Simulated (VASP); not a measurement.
A run of VASP 6.6.1 is set up as follows.

Contents of INCAR:

```
  ALGO = Normal
  EDIFF = 1E-6
  ENCUT = 520
  GGA = PE
  ISIF = 2
  ISMEAR = -1
  LASPH = T
  LCHARG = F
  LREAL = F
  LWAVE = F
  NBANDS = 14
  NELM = 80
  PREC = Accurate
  SIGMA = 0.02
```

KPOINTS

```
k-points
0
Gamma
  11 11 11
```

File POSCAR:

```
Br
1.0
    0.0000000000      3.4959764364      3.4959764364
    3.4959764364      0.0000000000      3.4959764364
    3.4959764364      3.4959764364      0.0000000000
Br
2
Direct
    0.0000000000      0.0000000000      0.0000000000
    0.2500000000      0.2500000000      0.2500000000
```

Potentials or basis: VASP PAW PBE potentials, release 64 (Br).

Launch:

```console
$ cat potpaw_PBE.64/Br/POTCAR > POTCAR
$ mpirun -np 1 vasp_std > vasp.out
```

(1) Estimate the band gap on the k mesh.

(2) Estimate the pressure.

## Answers

(1) zero (bands 7 and 8 overlap by 1.19 eV).

(2) 0.0 GPa.
